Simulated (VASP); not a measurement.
The system is TaN.

```xyz
2
Lattice="0.0000 2.2113 2.2113 2.2113 0.0000 2.2113 2.2113 2.2113 0.0000" Properties=species:S:1:pos:R:3 pbc="T T T"
Ta    2.2113    2.2113    2.2113
N     0.0000    0.0000    0.0000
```

Base run:

* Program: VASP 6.6.1
* Functional: r2SCAN
* Potentials or basis: VASP PAW PBE potentials, release 64 (Ta_pv, N)
* Cutoff: 520 eV
* k mesh: 10 × 10 × 10
* Occupations: fermi-dirac, width 0.05 eV
* Spin: non-collinear spin, zero start, spin-orbit coupling
* Starting moments: [[0.0, 0.0, 0.0], [0.0, 0.0, 0.0]] μB

Its results: pressure -3.7 GPa; net moment 0.00 μB per cell.

Q: The run is repeated on the same cell with these changes: functional from r2SCAN to PBE0; k mesh from 10 × 10 × 10 to 4 × 4 × 4. What comes out?

A: Pressure -8.5 GPa; net moment 0.03 μB per cell.

Several settings changed at once.

Caveats: some runs use coarse meshes; the PAW data sets were made with another functional, which shifts forces and pressure a little; the cell stands under tension (at least some runs).
